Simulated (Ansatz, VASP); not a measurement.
# One calculation of Al, two programs

INCAR

```
SYSTEM = Al
ALGO = Normal ; EDIFF = 1E-8
ENCUT = 400 ; GGA = PE
GGA_COMPAT = .FALSE. ; ISIF = 2
ISMEAR = -1 ; LASPH = .TRUE.
LCHARG = .FALSE. ; LEFG = .TRUE.
LREAL = .FALSE. ; LWAVE = .FALSE.
NBANDS = 8 ; NELM = 120
PREC = Accurate ; SIGMA = 0.05
```

File KPOINTS:

```
k-points
0
G
  15 15 15
  0 0 0
```

Contents of POSCAR:

```
Al
1.0
    2.7433027372      0.0000000000      0.0000000000
    0.0000000000      2.7433027372      0.0000000000
    0.0000000000      0.0000000000      2.7433027372
Al
1
Direct
    0.0000000000      0.0000000000      0.0000000000
```

Input for Ansatz:

```yaml
crystal:
  lattice:
    - [2.7433027372, 0.0, 0.0]
    - [0.0, 2.7433027372, 0.0]
    - [0.0, 0.0, 2.7433027372]
  atoms:
    - { symbol: Al, position: [0.0, 0.0, 0.0] }
kpoints:
  mp_grid: { grid: [15, 15, 15] }
scf:
  occupations: { method: fermi_dirac, width: 0.05 }
hamiltonian:
  xc: pbe
  pseudopotentials: { kind: paw, source: jth }
output:
  forces: true
  stress: true
  eigenvalues: true
  efg: { contact_densities: true }
```

Alike in both runs: task electric field gradients; functional PBE; k mesh 15 × 15 × 15; occupations fermi-dirac, width 0.05 eV; no spin polarisation.

|  | VASP | Ansatz |
| --- | --- | --- |
| version | VASP 6.6.1 | Ansatz 0.2.0 |
| potentials or method | VASP PAW PBE potentials, release 64 (Al) | PAW with Ansatz's earlier generated frozen-core files (soft_1), scalar-relativistic |
| plane-wave cutoff (eV) | 400 | 570 |
| valence electrons in the cell | 3 | 3 |

|  | VASP | Ansatz | Ansatz less VASP |
| --- | --- | --- | --- |
| gap on the k mesh at the Fermi level (eV) | none | none | - |
| pressure (GPa) | -1.3 | -1.4 | -0.04 |

A gap of «none» marks a metal or a gap that the smearing closes. Ansatz's warnings: radial quadrature taken.
